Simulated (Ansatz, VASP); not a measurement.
## AgCl: VASP beside Ansatz

The input INCAR:

```
SYSTEM = AgCl
PREC = Accurate
ENCUT = 520
EDIFF = 1E-6
ISMEAR = -1
SIGMA = 0.02
LREAL = .False.
LASPH = .True.
NELM = 60
ALGO = Normal
ISIF = 2
LWAVE = .False.
LCHARG = .False.
GGA = PE
NBANDS = 16
```

File KPOINTS:

```
Automatic mesh
0
Gamma
  8 8 8
  0 0 0
```

File POSCAR:

```
AgCl
1.0
   -0.0499872124      2.9932462515      2.9932462515
    2.9932462515     -0.0499872124      2.9932462515
    2.9432590391      2.9432590391      0.0000000000
Ag Cl
1 1
Direct
   -0.0056904581     -0.0056904581      0.0056904581
    0.2556904581      0.2556904581      0.2443095419
```

Input for Ansatz:

```yaml
crystal:
  lattice:
    - [-0.0499872124, 2.9932462515, 2.9932462515]
    - [2.9932462515, -0.0499872124, 2.9932462515]
    - [2.9432590391, 2.9432590391, 0.0]
  atoms:
    - { symbol: Ag, position: [-0.0056904581, -0.0056904581, 0.0056904581] }
    - { symbol: Cl, position: [0.2556904581, 0.2556904581, 0.2443095419] }
kpoints:
  mp_grid: { grid: [8, 8, 8] }
  band_path:
    path:
      - [0.0, 0.0, 0.0]
      - [-0.5, -0.5, 0.0]
      - [-0.375, -0.375, 0.25]
      - [-0.375, 0.0, 0.375]
      - [0.0, 0.0, 0.5]
      - [-0.5, -0.25, 0.25]
    npoints: 1
hamiltonian:
  xc: pbe
scf:
  occupations: { method: fermi_dirac, width: 0.02 }
  n_extra_bands: 4
output:
  forces: true
  stress: true
  eigenvalues: true
```

Change from the starting cell: shear_xy strain -3.3%.

Alike in both runs: task single point; functional PBE; k mesh 8 × 8 × 8; occupations fermi-dirac, width 0.02 eV; no spin polarisation.

|  | VASP | Ansatz |
| --- | --- | --- |
| version | VASP 6.6.1 | Ansatz 0.2.0 |
| potentials or method | VASP PAW PBE potentials, release 64 (Ag, Cl) | plane waves, PAW |
| plane-wave cutoff (eV) | 520 | 420 |
| valence electrons in the cell | 18 | 26 |

|  | VASP | Ansatz | Ansatz less VASP |
| --- | --- | --- | --- |
| gap on the k mesh at the Fermi level (eV) | 1.22 | 1.22 | +0.001 |
| pressure (GPa) | 1.0 | 1.2 | +0.10 |
| traceless stress, the component that is largest in VASP (GPa) | 0.12 | 0.12 | -0.005 |

VASP's potentials hold 18 valence electrons a cell and Ansatz's 26, so a difference there can come from the potentials and not from the codes.
